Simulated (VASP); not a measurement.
A run of VASP 6.6.1:

The input INCAR:

```
SYSTEM = Mg
PREC = Accurate ; ENCUT = 600
EDIFF = 1E-6 ; ISMEAR = 0
SIGMA = 0.1 ; LREAL = .False.
LASPH = .True. ; NELM = 120
ALGO = Normal ; ISIF = 2
LWAVE = .False. ; LCHARG = .True.
GGA = PS ; IVDW = 12
LELF = .True. ; LVHAR = .True.
NBANDS = 7 ; GGA_COMPAT = .False.
```

Contents of KPOINTS:

```
Automatic mesh
0
Gamma
  11 11 11
  0 0 0
```

File POSCAR:

```
Mg
1.0
   -1.7727644950      1.7727644950      1.7727644950
    1.7727644950     -1.7727644950      1.7727644950
    1.7727644950      1.7727644950     -1.7727644950
Mg
1
Direct
    0.0000000000      0.0000000000      0.0000000000
```

Potentials or basis: VASP PAW PBE potentials, release 64 (Mg).

Run with:

```sh
$ cat potpaw_PBE.64/Mg/POTCAR > POTCAR
$ mpirun -np 1 vasp_std > vasp.out
```

Hardware: 1 thread of AMD EPYC 7R43 64-Core Processor (Zen 3), on a shared host.

Task: Estimate the wall time of this run.

Result: It took 11 s on 1 thread of AMD EPYC 7R43 64-Core Processor (Zen 3), on a shared host, peak memory 0.13 GiB. Counts: scf iterations 9, k points 56.
